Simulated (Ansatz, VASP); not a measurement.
Al: VASP beside Ansatz

Contents of INCAR:

```
PREC = Accurate ; ENCUT = 520
EDIFF = 1E-6 ; ISMEAR = -1
SIGMA = 0.05 ; LREAL = F
LASPH = T ; NELM = 100
ALGO = Normal ; ISIF = 2
LWAVE = F ; LCHARG = F
GGA = PS ; NBANDS = 8
```

KPOINTS

```
Automatic mesh
0
Gamma
  14 14 14
```

The input POSCAR:

```
Al
1.0
    0.0000000000      1.9826626923      1.9826626923
    1.9826626923      0.0000000000      1.9826626923
    1.9826626923      1.9826626923      0.0000000000
Al
1
Direct
    0.0000000000      0.0000000000      0.0000000000
```

Input for Ansatz:

```yaml
crystal:
  lattice:
    - [0.0, 1.9826626923, 1.9826626923]
    - [1.9826626923, 0.0, 1.9826626923]
    - [1.9826626923, 1.9826626923, 0.0]
  atoms:
    - { symbol: Al, position: [0.0, 0.0, 0.0] }
kpoints:
  mp_grid: { grid: [14, 14, 14] }
  band_path:
    path:
      - [0.0, 0.0, 0.0]
      - [0.5, 0.0, 0.5]
      - [0.625, 0.25, 0.625]
      - [0.375, 0.375, 0.75]
      - [0.0, 0.0, 0.0]
      - [0.5, 0.5, 0.5]
      - [0.5, 0.25, 0.75]
      - [0.5, 0.0, 0.5]
    npoints: 5
scf:
  occupations: { method: fermi_dirac, width: 0.05 }
hamiltonian:
  xc: pbesol
  pseudopotentials: { kind: all_electron, lapw: { basis_error: 0.001 } }
output:
  forces: true
  stress: true
  eigenvalues: true
```

Change from the starting cell: volume scaled by 0.94.

Alike in both runs: task single point; functional PBEsol; k mesh 14 × 14 × 14; occupations fermi-dirac, width 0.05 eV; no spin polarisation.

|  | VASP | Ansatz |
| --- | --- | --- |
| version | VASP 6.6.1 | Ansatz 0.2.0 |
| potentials or method | VASP PAW PBE potentials, release 64 (Al), cutoff 520 eV | all-electron LAPW, scalar-relativistic |

```tsv
	VASP	Ansatz	Ansatz less VASP
pressure (GPa)	3.1	3.1	-0.08
```

VASP's potentials were made for PBE, not for PBEsol. Ansatz ran all-electron here, and VASP with PAW potentials.
